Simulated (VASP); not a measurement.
# Cr (Im-3m) in VASP: settings compared

Cr is run at these levels: r2SCAN+D4, PBEsol; tasks: single point.

Everything below comes from runs of VASP 6.6.1. Logs are shortened: lines on timing, memory, paths and dates and some standing lists are left out, and cuts for length are marked.

### 1 The cell of the first run

It takes space group Im-3m (No. 229, cubic). The conventional cell has a = 3.027 Å, b = 3.027 Å, c = 3.027 Å, α = 90.00°, β = 90.00°, γ = 90.00°. Within 3.5 Å of Cr (site symmetry m-3m) lie 14 Cr at 2.62 to 3.03 Å.

### 2 Single point, r2SCAN+D4, collinear spin, ferromagnetic start

POSCAR reads:

```
Cr
1.0
   -1.5135639255      1.5135639255      1.5135639255
    1.5135639255     -1.5135639255      1.5135639255
    1.5135639255      1.5135639255     -1.5135639255
Cr
1
Direct
    0.0000000000      0.0000000000      0.0000000000
```

INCAR.step1 reads:

```
SYSTEM = Cr
PREC = Accurate ; ENCUT = 520
ISMEAR = -1 ; SIGMA = 0.05
LREAL = .False. ; LASPH = .True.
NELM = 150 ; ISPIN = 2
MAGMOM = 3 ; LMAXMIX = 4
NBANDS = 16 ; GGA = PE
ALGO = Normal ; EDIFF = 1E-4
LWAVE = .True. ; LCHARG = .False.
```

INCAR.step2 reads:

```
SYSTEM = Cr
PREC = Accurate ; ENCUT = 520
EDIFF = 1E-6 ; ISMEAR = -1
SIGMA = 0.05 ; LREAL = .False.
LASPH = .True. ; NELM = 150
ALGO = Normal ; ISIF = 2
LWAVE = .False. ; LCHARG = .False.
ISPIN = 2 ; MAGMOM = 3
LORBIT = 11 ; LMAXMIX = 4
METAGGA = R2SCAN ; LMIXTAU = .True.
IVDW = 13 ; VDW_S6 = 1.0
VDW_S8 = 0.6018749 ; VDW_A1 = 0.51559235
VDW_A2 = 5.77342911 ; NBANDS = 16
ISTART = 1
```

KPOINTS reads:

```
regular mesh
0
Gamma
  12 12 12
  0 0 0
```

Potentials or basis: VASP PAW PBE potentials, release 64 (Cr_pv).

Launch:

```console
> cat potpaw_PBE.64/Cr_pv/POTCAR > POTCAR
> cp INCAR.step1 INCAR
> mpirun -np 1 vasp_std > vasp.out
> cp INCAR.step2 INCAR
> mpirun -np 1 vasp_std > vasp.out
```

OUTCAR:

```text
SYSTEM = Cr
   PREC = Accurate
   ENCUT = 520
   EDIFF = 1E-6
   ISMEAR = -1
   LREAL = .False.
   LASPH = .True.
   NELM = 150
   ISIF = 2
   ISPIN = 2
   LORBIT = 11
   METAGGA = R2SCAN
   IVDW = 13
   ISTART = 1

 ion  position               nearest neighbor table
   1  0.000  0.000  0.000-

  LATTYP: Found a body centered cubic cell.
 ALAT       =     3.0271278510

  Lattice vectors:

 A1 = (  -1.5135639255,   1.5135639255,   1.5135639255)
 A2 = (   1.5135639255,  -1.5135639255,   1.5135639255)
 A3 = (   1.5135639255,   1.5135639255,  -1.5135639255)

Analysis of symmetry for initial positions (statically):
=====================================================================
 Subroutine PRICEL returns:
 Original cell was already a primitive cell.

 Routine SETGRP: Setting up the symmetry group for a
 body centered cubic supercell.

 Subroutine GETGRP returns: Found 48 space group operations
 (whereof 48 operations were pure point group operations)
 out of a pool of 48 trial point group operations.

The static configuration has the point symmetry O_h .

Analysis of symmetry for dynamics (positions and initial velocities):
=====================================================================
 Subroutine PRICEL returns:
 Original cell was already a primitive cell.

 Routine SETGRP: Setting up the symmetry group for a
 body centered cubic supercell.

 Subroutine GETGRP returns: Found 48 space group operations
 (whereof 48 operations were pure point group operations)
 out of a pool of 48 trial point group operations.

The dynamic configuration has the point symmetry O_h .

Analysis of structural, dynamic, and magnetic symmetry:
=====================================================================
 Subroutine PRICEL returns:
 Original cell was already a primitive cell.

 Routine SETGRP: Setting up the symmetry group for a
 body centered cubic supercell.

 Subroutine GETGRP returns: Found 48 space group operations
 (whereof 48 operations were pure point group operations)
 out of a pool of 48 trial point group operations.

The overall configuration has the point symmetry O_h .

 Subroutine INISYM returns: Found 48 space group operations
 (whereof 48 operations are pure point group operations),
 and found     1 'primitive' translations

----------------------------------------------------------------------------------------

                                     Primitive cell

  volume of cell :      13.8695

  direct lattice vectors                    reciprocal lattice vectors
    -1.513563925  1.513563925  1.513563925     0.000000000  0.330346140  0.330346140
     1.513563925 -1.513563925  1.513563925     0.330346140  0.000000000  0.330346140
     1.513563925  1.513563925 -1.513563925     0.330346140  0.330346140  0.000000000

  length of vectors
     2.621569619  2.621569619  2.621569619     0.467179991  0.467179991  0.467179991

  position of ions in fractional coordinates (direct lattice)
     0.000000000  0.000000000  0.000000000

  ion indices of the primitive-cell ions
   primitive index   ion index
                 1           1

----------------------------------------------------------------------------------------

 KPOINTS: regular mesh

Automatic generation of k-mesh.
 Grid dimensions read from file:
 generate k-points for:   12   12   12

 Generating k-lattice:

  Cartesian coordinates                     Fractional coordinates (reciprocal lattice)
     0.000000000  0.027528845  0.027528845     0.083333333  0.000000000  0.000000000
     0.027528845  0.000000000  0.027528845     0.000000000  0.083333333  0.000000000
     0.027528845  0.027528845  0.000000000     0.000000000  0.000000000  0.083333333

  Length of vectors
     0.038931666  0.038931666  0.038931666

  Shift w.r.t. Gamma in fractional coordinates (k-lattice)
     0.000000000  0.000000000  0.000000000

 Subroutine IBZKPT returns following result:
 ===========================================

 Found     72 irreducible k-points:

 Following reciprocal coordinates:
            Coordinates               Weight
  0.000000  0.000000  0.000000      1.000000
  0.083333  0.000000  0.000000     12.000000
  0.166667  0.000000  0.000000     12.000000
  0.250000  0.000000  0.000000     12.000000
  0.333333  0.000000  0.000000     12.000000
  0.416667  0.000000  0.000000     12.000000
[... 16 lines left out ...]
  0.333333  0.083333  0.083333     24.000000
  0.416667  0.083333  0.083333     12.000000
 [... further k-points ...]
   k-points           NKPTS =     72   k-points in BZ     NKDIM =     72   number of bands    NBANDS=     16
   number of dos      NEDOS =    301   number of ions     NIONS =      1
   total plane-waves  NPLWV =   8000
   dimension x,y,z NGX =    20 NGY =   20 NGZ =   20
   dimension x,y,z NGXF=    40 NGYF=   40 NGZF=   40
   ions per type =               1
   NGX,Y,Z   is equivalent  to a cutoff of  12.68, 12.68, 12.68 a.u.
   NGXF,Y,Z  is equivalent  to a cutoff of  25.37, 25.37, 25.37 a.u.
 SYSTEM =  Cr
   PREC   = accura    normal or accurate (medium, high low for compatibility)
   ISTART =      1    job   : 0-new  1-cont  2-samecut
   ICHARG =      0    charge: 1-file 2-atom 10-const
   ISPIN  =      2    spin polarized calculation?
   LNONCOLLINEAR =      F non collinear calculations
   LSORBIT =      F    spin-orbit coupling
   LASPH  =      T    aspherical Exc in radial PAW
   ENCUT  =  520.0 eV  38.22 Ry    6.18 a.u.   4.87  4.87  4.87*2*pi/ulx,y,z
   NELM   =    150;   NELMIN=  2; NELMDL=  0     # of ELM steps
   EDIFF  = 0.1E-05   stopping-criterion for ELM
   LREAL  =      F    real-space projection
   EDIFFG = 0.1E-04   stopping-criterion for IOM
   NSW    =      0    number of steps for IOM
   IBRION =     -1    ionic relax: 0-MD 1-quasi-New 2-CG
   NFREE  =      0    steps in history (QN), initial steepest desc. (CG)
   ISIF   =      2    stress and relaxation
   ISYM   =      2    0-nonsym 1-usesym 2-fastsym
   POTIM  = 0.5000    time-step for ionic-motion
   TEBEG  =    0.0;   TEEND  =   0.0 temperature during run
   PSTRESS=    0.0 pullay stress
   NELECT =      12.0000    total number of electrons
   NUPDOWN=      -1.0000    fix difference up-down
   EMIN   =  10.00;   EMAX   =-10.00  energy-range for DOS
   EFERMI =   0.00;   METHOD = LEGACY
   ISMEAR =    -1;   SIGMA  =   0.05  broadening in eV -4-tet -1-fermi 0-gaus
   EFERMI_NEDOS =   21; number of points for ismear=-14 and -15
   IALGO  =     38    algorithm
   IMIX   =      4    mixing-type and parameters
     AMIX     =   0.40;   BMIX     =  1.00
     AMIX_MAG =   1.60;   BMIX_MAG =  1.00
  volume/ion in A,a.u.               =      13.87        93.60
  Fermi-wavevector in a.u.,A,eV,Ry     =   1.559964  2.947904 33.109595  2.433487
  Thomas-Fermi vector in A             =   2.663245
   LORBIT       =     11    0 simple, 1 ext, 2 COOP (PROOUT), +10 PAW based schemes
   METAGGA = R2SCAN    functional components
   LHFCALC =     F    Hartree Fock is set to
   AEXX    =    0.0000 exact exchange contribution
   IVDW    =    13    specifies the selected vdW correction
   LEPSILON=     F    determine dielectric tensor
   LRPA    =     F    only Hartree local field effects (RPA)
 spin polarized calculation
  energy-cutoff  :      520.00
  volume of cell :       13.87
 maximum number of plane-waves:       384
   NGX =  9   NGY =  9   NGZ =  9

 number of electron      11.9999988 magnetization       0.0000013

 number of electron      11.9999988 magnetization      -0.0000003

 Free energy of the ion-electron system (eV)
  ---------------------------------------------------
  ext. energy  EPLUGINS =         0.00000000
  ---------------------------------------------------
  free energy    TOTEN  =       -14.46869603 eV

  energy without entropy =      -14.46219152  energy(sigma->0) =      -14.46544377

 E-fermi :   8.4016     XC(G=0): -13.8233

 val. band max:        8.3565100442   @ k =   0.1667   0.0000   0.0000
 cond. band min:       8.4195011335   @ k =  -0.2500   0.3333   0.1667
 fundamental gap:      0.0629910893
 Fermi energy:         8.4016212957

 spin component 1

 k-point     1 :       0.0000    0.0000    0.0000
  band No.  band energies     occupation
      1     -36.0680      1.00000
      2     -36.0679      1.00000
      3     -36.0679      1.00000
      4       0.7918      1.00000
      5       7.7232      1.00000
      6       7.7234      1.00000
[... 8 lines left out ...]
     15      36.4518      0.00000
     16      39.5099      0.00000
[... 419 lines left out ...]
 k-point    24 :       0.4167    0.0833    0.0833
  band No.  band energies     occupation
      1     -36.5608      1.00000
      2     -36.2622      1.00000
      3     -36.1030      1.00000
      4       5.0856      1.00000
      5       6.3928      1.00000
      6       8.0695      0.99870
[... 8 lines left out ...]
     15      37.6625      0.00000
     16      39.4179      0.00000

 [... further k-points ...]

 spin component 2

 k-point     1 :       0.0000    0.0000    0.0000
  band No.  band energies     occupation
      1     -36.0680      1.00000
      2     -36.0679      1.00000
      3     -36.0679      1.00000
      4       0.7918      1.00000
      5       7.7232      1.00000
      6       7.7234      1.00000
[... 8 lines left out ...]
     15      36.4518      0.00000
     16      39.5099      0.00000
[... 419 lines left out ...]
 k-point    24 :       0.4167    0.0833    0.0833
  band No.  band energies     occupation
      1     -36.5608      1.00000
      2     -36.2622      1.00000
      3     -36.1030      1.00000
      4       5.0856      1.00000
      5       6.3928      1.00000
      6       8.0695      0.99870
[... 8 lines left out ...]
     15      37.6625      0.00000
     16      39.4179      0.00000

 [... further k-points ...]

------------------------ aborting loop because EDIFF is reached ----------------------------------------

  DFT-D4 for vdW energy calculation

  Edisp (eV):   -0.12953

  FORCE on cell =-STRESS in cart. coord.  units (eV):
  Direction    XX          YY          ZZ          XY          YZ          ZX
  --------------------------------------------------------------------------------------
  -------------------------------------------------------------------------------------
  Total      -3.26073    -3.26073    -3.26073     0.00000     0.00000     0.00000
  in kB    -376.67218  -376.67218  -376.67218     0.00000     0.00000     0.00000
  external pressure =     -376.67 kB  Pullay stress =        0.00 kB

 VOLUME and BASIS-vectors are now :
 -----------------------------------------------------------------------------
  energy-cutoff  :      520.00
  volume of cell :       13.87
      direct lattice vectors                 reciprocal lattice vectors
    -1.513563925  1.513563925  1.513563925     0.000000000  0.330346140  0.330346140
     1.513563925 -1.513563925  1.513563925     0.330346140  0.000000000  0.330346140
     1.513563925  1.513563925 -1.513563925     0.330346140  0.330346140  0.000000000

 POSITION                                       TOTAL-FORCE (eV/Angst)
 -----------------------------------------------------------------------------------
      0.00000      0.00000      0.00000        -0.000000      0.000000     -0.000000
 -----------------------------------------------------------------------------------
    total drift:                                0.000000     -0.000000      0.000000

  FREE ENERGIE OF THE ION-ELECTRON SYSTEM (eV)
  ---------------------------------------------------
  free  energy   TOTEN  =       -14.5982227487 eV

  energy  without entropy=      -14.5917182388  energy(sigma->0) =      -14.59497049

 total charge

# of ion       s       p       d       tot
------------------------------------------
    1        0.661   6.317   3.988  10.966

 magnetization (x)

# of ion       s       p       d       tot
------------------------------------------
    1       -0.000   0.000  -0.000  -0.000
```

Wall time 2.2 min (1 thread of Intel Xeon 8259CL, shared host); peak memory 0.15 GiB.

What came out:

* Free energy: -14.5982 eV
* Pressure: -37.7 GPa
* Band gap on the k mesh: zero (filled and empty bands overlap)
* Net moment: 0.00 μB per cell
* Valence electrons inside the program's atomic spheres: Cr 10.97
* Dispersion energy per atom: -0.130 eV

Levels at points of the mesh, in eV from the Fermi level:
Spin up:
| k point | band 3 | band 4 | band 5 | band 6 | band 7 | band 8 | band 9 | band 10 |
| --- | --- | --- | --- | --- | --- | --- | --- | --- |
| (0.00, 0.00, 0.00) | -44.47 | -7.61 | -0.68 | -0.68 | -0.68 | 1.27 | 1.27 | 3.03 |
| (0.50, 0.00, 0.00) | -44.47 | -3.70 | -1.93 | 0.70 | 1.15 | 1.52 | 2.29 | 2.94 |
| (0.50, 0.50, 0.50) | -44.84 | -3.23 | -3.23 | 1.99 | 1.99 | 1.99 | 2.95 | 9.52 |
Spin down:
| k point | band 3 | band 4 | band 5 | band 6 | band 7 | band 8 | band 9 | band 10 |
| --- | --- | --- | --- | --- | --- | --- | --- | --- |
| (0.00, 0.00, 0.00) | -44.47 | -7.61 | -0.68 | -0.68 | -0.68 | 1.27 | 1.27 | 3.03 |
| (0.50, 0.00, 0.00) | -44.47 | -3.70 | -1.93 | 0.70 | 1.15 | 1.52 | 2.29 | 2.94 |
| (0.50, 0.50, 0.50) | -44.84 | -3.23 | -3.23 | 1.99 | 1.99 | 1.99 | 2.95 | 9.52 |

Caveat: the cell stands under tension; the PAW data sets were made with another functional, which shifts forces and pressure a little.

### 3 Single point, PBEsol, collinear spin, ferromagnetic start

This run uses another cell than the first one, of 11.05 Å³/atom.

INCAR reads:

```
ALGO = Normal
EDIFF = 1E-7
ENCUT = 520
GGA = PS
ISIF = 2
ISMEAR = -1
ISPIN = 2
LASPH = True
LCHARG = False
LMAXMIX = 4
LORBIT = 11
LREAL = False
LWAVE = False
MAGMOM = 3
NBANDS = 16
NELM = 150
PREC = Accurate
SIGMA = 0.05
```

KPOINTS reads:

```
k-points
0
Gamma
  12 12 12
```

POSCAR reads:

```
Cr
1.0
   -1.4031204869      1.4031204869      1.4031204869
    1.4031204869     -1.4031204869      1.4031204869
    1.4031204869      1.4031204869     -1.4031204869
Cr
1
Direct
    0.0000000000      0.0000000000      0.0000000000
```

Potentials or basis: VASP PAW PBE potentials, release 64 (Cr_pv).

Launch:

```console
> cat potpaw_PBE.64/Cr_pv/POTCAR > POTCAR
> mpirun -np 1 vasp_std > vasp.out
```

It took 26 s on 1 thread of Intel Xeon Platinum 8375C at 2.90GHz (Ice Lake), shared host; peak memory 0.13 GiB.

It converged, with:

```yaml
Free_energy: -10.2486 eV
Pressure: 1.5 GPa
Band_gap_on_the_k_mesh: zero (filled and empty bands overlap)
Net_moment: 0.00 μB per cell
Valence_electrons_inside_the_program's_atomic_spheres: Cr 11.16
```

Levels at points of the mesh, in eV from the Fermi level:
Spin up:
| k point | band 2 | band 3 | band 4 | band 5 | band 6 | band 7 | band 8 | band 9 | band 10 | band 11 |
| --- | --- | --- | --- | --- | --- | --- | --- | --- | --- | --- |
| (0.00, 0.00, 0.00) | -42.49 | -42.49 | -8.03 | -0.94 | -0.94 | -0.94 | 1.20 | 1.20 | 7.16 | 22.64 |
| (0.50, 0.00, 0.00) | -42.82 | -42.49 | -4.67 | -2.60 | 1.23 | 1.23 | 1.58 | 3.08 | 7.15 | 10.48 |
| (0.50, 0.50, 0.50) | -43.21 | -43.21 | -4.61 | -4.61 | 2.66 | 2.66 | 2.66 | 7.16 | 10.99 | 10.99 |
Spin down:
```
           k point  band 3  band 4  band 5  band 6  band 7  band 8  band 9  band 10
(0.00, 0.00, 0.00)  -42.49   -8.03   -0.94   -0.94   -0.94    1.20    1.20     7.16
(0.50, 0.00, 0.00)  -42.49   -4.67   -2.60    1.23    1.23    1.58    3.08     7.15
(0.50, 0.50, 0.50)  -43.21   -4.61   -4.61    2.66    2.66    2.66    7.16    10.99
```

Caveat: an empty level that is flat over the whole mesh can mark a ghost state of the potentials, or a narrow d or f band; the PAW data sets were made with another functional, which shifts forces and pressure a little.

### 4 Single point, PBEsol, collinear spin, ferromagnetic start

This run uses another cell than the first one, of 11.13 Å³/atom.

INCAR reads:

```
SYSTEM = Cr
  PREC = Accurate
  ENCUT = 520
  EDIFF = 1E-6
  ISMEAR = -1
  SIGMA = 0.05
  LREAL = .FALSE.
  LASPH = .TRUE.
  NELM = 150
  ALGO = Normal
  ISIF = 2
  LWAVE = .FALSE.
  LCHARG = .FALSE.
  ISPIN = 2
  MAGMOM = 3
  LORBIT = 11
  LMAXMIX = 4
  GGA = PS
  NBANDS = 16
```

KPOINTS reads:

```
Automatic mesh
0
G
  12 12 12
  0 0 0
```

POSCAR reads:

```
Cr
1.0
   -1.4064366598      1.4064366598      1.4064366598
    1.4064366598     -1.4064366598      1.4064366598
    1.4064366598      1.4064366598     -1.4064366598
Cr
1
Direct
    0.0000000000      0.0000000000      0.0000000000
```

Launch:

```console
> cat potpaw_PBE.64/Cr_pv/POTCAR > POTCAR
> mpirun -np 1 vasp_std > vasp.out
```

Run time: 21 s. Hardware: 1 thread of Intel Xeon Platinum 8375C at 2.90GHz (Ice Lake), shared host; peak memory 0.13 GiB.

The run converged. Its results:

| Quantity | Value |
| --- | --- |
| Free energy | -10.2489 eV |
| Pressure | -0.7 GPa |
| Band gap on the k mesh | zero (filled and empty bands overlap) |
| Net moment | 0.00 μB per cell |
| Valence electrons inside the program's atomic spheres | Cr 11.14 |

Levels at points of the mesh, in eV from the Fermi level:
Spin up:
```tsv
k point	band 2	band 3	band 4	band 5	band 6	band 7	band 8	band 9	band 10	band 11
(0.00, 0.00, 0.00)	-42.50	-42.50	-8.01	-0.93	-0.93	-0.93	1.20	1.20	7.15	22.58
(0.50, 0.00, 0.00)	-42.82	-42.50	-4.63	-2.57	1.21	1.22	1.56	3.05	7.15	10.39
(0.50, 0.50, 0.50)	-43.21	-43.21	-4.57	-4.57	2.63	2.63	2.63	7.15	10.92	10.92
```
Spin down:
| k point | band 3 | band 4 | band 5 | band 6 | band 7 | band 8 | band 9 | band 10 |
| --- | --- | --- | --- | --- | --- | --- | --- | --- |
| (0.00, 0.00, 0.00) | -42.50 | -8.01 | -0.93 | -0.93 | -0.93 | 1.20 | 1.20 | 7.15 |
| (0.50, 0.00, 0.00) | -42.50 | -4.63 | -2.57 | 1.21 | 1.22 | 1.56 | 3.05 | 7.15 |
| (0.50, 0.50, 0.50) | -43.21 | -4.57 | -4.57 | 2.63 | 2.63 | 2.63 | 7.15 | 10.92 |

Caveat: an empty level that is flat over the whole mesh can mark a ghost state of the potentials, or a narrow d or f band; the PAW data sets were made with another functional, which shifts forces and pressure a little.
